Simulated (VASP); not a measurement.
# Si27C28 (a cell with a defect) in VASP: further runs, part 2 of 2

VASP 6.6.1. Earlier steps stand in the parts before.

## (3) Single point, PBE, collinear spin (atoms taken out, then relaxed in part)

INCAR

```
SYSTEM = Si27C28
ALGO     = Normal         ! electronic algorithm
EDIFF    = 1E-7           ! SCF threshold, eV
ENCUT    = 520            ! plane-wave cutoff, eV
GGA      = PE             ! functional
ISIF     = 2              ! what is computed and relaxed
ISMEAR   = 0              ! smearing method
ISPIN    = 2              ! spin polarisation
LASPH    = .TRUE.         ! aspherical terms in the spheres
LCHARG   = .FALSE.        ! write CHGCAR
LORBIT   = 11             ! projections on sites
LREAL    = Auto         
LUSENCCL = .FALSE.      
LWAVE    = .FALSE.        ! write WAVECAR
MAGMOM   = 0 0 0 0 0 0 0 0 0 0 0 0 0 0 0 0 0 0 0 0 0 0 0 0 0 0 0 0.75 0 0 0 0 0 0 0 0 0 0 0 0 0 0 0 0 0 0 0 0 0.75 0 0 0 0.75 0 0.75 ! initial moments
NBANDS   = 147            ! bands
NELECT   = 223.0        
NELM     = 150            ! most SCF steps
PREC     = Accurate       ! precision mode
SIGMA    = 0.01           ! smearing width, eV
```

KPOINTS

```
k-points
0
G
  2 2 2
  0 0 0
```

POSCAR

```
Si27C28
1.0
    1.5470600903      8.0387600360      0.0000000000
    6.1882403609     -5.3591733574      0.0000000000
    0.0000000000      0.0000000000    -10.1293392009
Si C
27 28
Direct
    0.3798281594      0.9081293453      0.0609874032
    0.5196039883      0.6139441714      0.0607277485
    0.6618958916      0.3279327109      0.0608443220
    0.8149550639      0.0495625537      0.0612723167
    0.9512757677      0.7657563573      0.0609541911
    0.1012574557      0.4773123074      0.0606678205
    0.1905215356      0.9535781142      0.5627139696
    0.3336993845      0.6683635727      0.5628194800
    0.4749511923      0.3798709801      0.5628802312
    0.6204143451      0.0950847868      0.5627901785
    0.7603866923      0.8083016705      0.5627669519
    0.9048320566      0.5239219765      0.5622972336
    0.0489221070      0.2382930110      0.5628772914
    0.0068569707      0.0056314643      0.3100683914
    0.1425878402      0.7145656237      0.3103768701
    0.2844819298      0.4217253333      0.3097611242
    0.4228008700      0.1439463119      0.3099680811
    0.5714824546      0.8571260358      0.3100918417
    0.7137879620      0.5708345389      0.3104009013
    0.8578290989      0.2861659982      0.3104147625
   -0.0001496397      0.0000153014      0.8164380947
    0.1436607159      0.7157662304      0.8142731350
    0.2860592710      0.4291706150      0.8175467126
    0.4284424517      0.1425814250      0.8165877822
    0.5716582977      0.8573748519      0.8151056198
    0.7128215805      0.5704945054      0.8142438958
    0.8580920232      0.2852897183      0.8142772809
    0.2379458042      0.1903075990      0.2651792321
    0.3805841975      0.9046659206      0.2503115917
    0.5238775719      0.6187645332      0.2502744717
    0.6663440680      0.3324701955      0.2503228932
    0.8100275122      0.0482143202      0.2504515255
    0.9516341490      0.7620107242      0.2503783609
    0.0960435443      0.4769239124      0.2503039223
    0.1901556593      0.9525160636      0.7501920052
    0.3336917260      0.6695040276      0.7488887362
    0.4759804428      0.3805562078      0.7503825308
    0.6216175773      0.0953284992      0.7489752845
    0.7594088952      0.8071437116      0.7489872212
    0.9049168992      0.5239709176      0.7504030518
    0.0482215555      0.2385991297      0.7504104837
    0.4311565447      0.1420505538      0.5012155162
    0.5715244029      0.8572656528      0.4980144555
    0.7136444613      0.5702683761      0.4989983712
    0.8583960287      0.2864070416      0.4989847306
   -0.0034023743      0.9975408556      0.5012791209
    0.1423262829      0.7149904842      0.4989140006
    0.2866424921      0.4321038691      0.5011432470
    0.4440559251      0.1372921293      0.9942657062
    0.5728910965      0.8576306403      1.0020891030
    0.7127433426      0.5667195584      1.0005491154
    0.8614669909      0.2889765988      1.0006795144
   -0.0213539687      0.9830122413      0.9942527235
    0.1398607838      0.7156401897      1.0007492528
    0.2902219203      0.4485911774      0.9948458438
```

Potentials or basis: VASP PAW PBE potentials, release 64 (Si, C).

Run with:

```
$ cat potpaw_PBE.64/Si/POTCAR potpaw_PBE.64/C/POTCAR > POTCAR
$ mpirun -np 1 vasp_std > vasp.out
```

Run time: 8 min. Hardware: 1 × NVIDIA H100 80GB with 1 thread of AMD EPYC 7R13 (Zen 3), shared host; peak memory 2.2 GiB.

The run converged. Its results:

```yaml
Free_energy: -382.9899 eV
Largest_force: 0.016 eV/Å
Net_moment: 1.00 μB per cell
Site_moments: Si -0.00, +0.00 (each value once); C +0.01, +0.00, +0.14, +0.04, +0.02, +0.15, +0.10 (each value once) μB
Valence_electrons_inside_the_program's_atomic_spheres: Si 1.70, 1.69, 1.68 (each value once); C 2.57, 2.54, 2.53, 2.55 (each value once)
```

Forces on the atoms (eV/Å):
```
Si  -0.001 -0.001 -0.001
Si  -0.001  0.000 -0.001
Si  -0.001 -0.001  0.001
Si  -0.004  0.000  0.001
Si   0.001  0.002  0.001
Si  -0.001 -0.001 -0.001
Si  -0.003 -0.003  0.000
Si   0.001  0.000  0.001
Si   0.003 -0.001  0.000
Si  -0.002 -0.001  0.000
Si  -0.001  0.000 -0.001
Si   0.000  0.002  0.001
Si  -0.004 -0.001  0.001
Si  -0.002 -0.002 -0.001
Si   0.001 -0.002 -0.004
Si   0.001 -0.001 -0.001
Si  -0.001  0.003 -0.002
Si   0.001  0.001 -0.003
Si   0.000 -0.002 -0.004
Si  -0.001  0.000 -0.004
Si   0.001  0.001 -0.008
Si   0.000 -0.001 -0.002
Si  -0.002 -0.001  0.001
Si   0.000 -0.002 -0.001
Si  -0.001  0.001 -0.001
Si   0.000  0.000 -0.001
Si  -0.001  0.000 -0.002
C   -0.006 -0.005  0.004
C    0.000 -0.005  0.002
C   -0.002  0.001  0.000
C    0.001 -0.004  0.007
C   -0.003  0.012  0.005
C    0.011 -0.004  0.005
C    0.004  0.003  0.002
C    0.000 -0.012  0.001
C   -0.004  0.001 -0.001
C   -0.008 -0.003  0.000
C    0.000  0.008 -0.002
C    0.006  0.003 -0.002
C    0.003 -0.001 -0.003
C   -0.011  0.006  0.001
C   -0.002  0.002  0.003
C    0.001  0.006 -0.001
C    0.000  0.001  0.001
C   -0.006  0.005 -0.003
C    0.005  0.003  0.008
C    0.004 -0.006 -0.001
C    0.003 -0.003  0.015
C   -0.001 -0.002  0.001
C    0.006  0.006 -0.001
C    0.005  0.003  0.001
C    0.003  0.002 -0.006
C    0.000  0.005 -0.003
C    0.005 -0.008 -0.002
C    0.005 -0.001 -0.003
```

Levels at points of the mesh, in eV from the Fermi level:
Spin up:
| k point | band 108 | band 109 | band 110 | band 111 | band 112 | band 113 | band 114 | band 115 | band 116 | band 117 |
| --- | --- | --- | --- | --- | --- | --- | --- | --- | --- | --- |
| (0.00, 0.00, 0.00) | -1.48 | -1.46 | -0.41 | -0.33 | -0.21 | 2.18 | 2.19 | 2.35 | 2.41 | 2.52 |
| (0.50, 0.00, 0.00) | -1.71 | -1.49 | -0.50 | -0.34 | -0.16 | 0.90 | 1.41 | 2.12 | 2.15 | 2.20 |
| (0.00, 0.50, 0.00) | -1.69 | -1.49 | -0.43 | -0.35 | -0.20 | 0.90 | 1.41 | 2.12 | 2.15 | 2.20 |
| (0.50, 0.50, 0.00) | -1.70 | -1.49 | -0.53 | -0.27 | -0.20 | 0.90 | 1.41 | 2.12 | 2.15 | 2.20 |
| (0.00, 0.00, 0.50) | -1.53 | -1.53 | -0.41 | -0.33 | -0.14 | 2.55 | 2.56 | 2.57 | 2.64 | 2.65 |
| (0.50, 0.00, 0.50) | -1.98 | -1.58 | -0.54 | -0.29 | -0.17 | 1.20 | 1.78 | 2.15 | 2.17 | 2.21 |
| (0.00, 0.50, 0.50) | -1.97 | -1.58 | -0.49 | -0.34 | -0.16 | 1.20 | 1.78 | 2.14 | 2.17 | 2.20 |
| (0.50, 0.50, 0.50) | -1.97 | -1.57 | -0.58 | -0.26 | -0.18 | 1.20 | 1.78 | 2.15 | 2.18 | 2.21 |
Spin down:
```tsv
k point	band 109	band 110	band 111	band 112	band 113	band 114
(0.00, 0.00, 0.00)	-1.23	-0.10	-0.01	0.02	2.20	2.20
(0.50, 0.00, 0.00)	-1.27	-0.18	-0.06	0.15	0.91	1.42
(0.00, 0.50, 0.00)	-1.28	-0.18	-0.06	0.17	0.91	1.42
(0.50, 0.50, 0.00)	-1.28	-0.18	-0.06	0.16	0.91	1.42
(0.00, 0.00, 0.50)	-1.36	-0.02	-0.02	0.01	2.56	2.57
(0.50, 0.00, 0.50)	-1.37	-0.13	-0.06	0.11	1.21	1.80
(0.00, 0.50, 0.50)	-1.38	-0.13	-0.06	0.13	1.21	1.80
(0.50, 0.50, 0.50)	-1.38	-0.13	-0.06	0.12	1.21	1.80
```

Caveat: the k points lie up to 0.44 Å⁻¹ apart; the cell carries a net charge on a neutralising background, which shifts energy and pressure; the cell differs from its parent crystal (atoms taken out, then relaxed in part); the cell is charged against a uniform background, so pressure and absolute levels hang on convention.
